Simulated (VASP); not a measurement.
Write the native input for VASP 6.6.1 that does the following.

- Task: single point
- Functional: PBE
- Potentials or basis: VASP PAW PBE potentials, release 64 (Zr_sv, F, Ba_sv, Be)
- Cutoff: 520 eV
- k mesh: 1 × 1 × 1
- Occupations: fermi-dirac, width 0.05 eV
- Spin: no spin polarisation
- Dipole correction: no
- Further INCAR settings: LREAL = Auto; ALGO = Normal; EDIFF = 1e-06; NBANDS = 70; ISYM = 0

The structure of BaZrBe3F12 lies in POSCAR:

```
BaZrBe3F12
1.0
    6.2858920000     -0.0721330000      0.0901150000
   -0.0721330000      6.3112050000      0.0957760000
    0.0901150000      0.0957760000      6.0782540000
Zr F Ba Be
1 12 1 3
Direct
    0.7133522514      0.8806312796      0.9067898315
    0.4725283918      0.1543897764      0.6313728036
    0.6702012896      0.8681790675      0.5585799956
    0.3693869133      0.8104383868      0.9330645201
    0.1524625119      0.2468261745      0.1357646155
    0.0884805212      0.0288927761      0.5228776789
    0.6265588589      0.6452626800      0.1415126729
    0.7831481369      0.2418884470      0.3274541501
    0.7998059638      0.1964358123      0.8664772234
    0.9218956406      0.9152406149      0.1599247562
    0.4800559147      0.0100933309      0.2286459339
    0.2594878662      0.6595753791      0.3594345941
    0.9169910673      0.6830721972      0.7905701912
    0.1759525839      0.3956091864      0.7090222237
    1.0131486370      0.1062868792      0.2987613513
    0.4030582596      0.7602298831      0.1975250833
    0.6043377457      0.0872491584      0.4344864049
```

These files were run (other wordings do the same):

INCAR

```
ALGO = Normal
EDIFF = 1E-6
ENCUT = 520
GGA = PE
ISIF = 2
ISMEAR = -1
ISYM = 0
LASPH = T
LCHARG = T
LELF = T
LREAL = Auto
LVHAR = T
LWAVE = F
NBANDS = 70
NELM = 80
PREC = Accurate
SIGMA = 0.05
```

KPOINTS

```
k-points
0
Gamma
  1 1 1
```

Potentials or basis: VASP PAW PBE potentials, release 64 (Zr_sv, F, Ba_sv, Be).

Launch:

```sh
$ cat potpaw_PBE.64/Zr_sv/POTCAR potpaw_PBE.64/F/POTCAR potpaw_PBE.64/Ba_sv/POTCAR potpaw_PBE.64/Be/POTCAR > POTCAR
$ mpirun -np 1 vasp_gam > vasp.out
```

It gave:

```json
{
 "Pressure": "1.2 GPa",
 "Largest force": "2.028 eV/Å",
 "Band gap on the k mesh": "5.33 eV"
}
```

Caveat: the k points lie up to 1.03 Å⁻¹ apart; spin-orbit coupling is left out, which moves the levels of the heavy elements.

Run time: 52 s on 1 thread of AMD EPYC 7R43 64-Core Processor (Zen 3), on a shared host, peak memory 0.27 GiB.
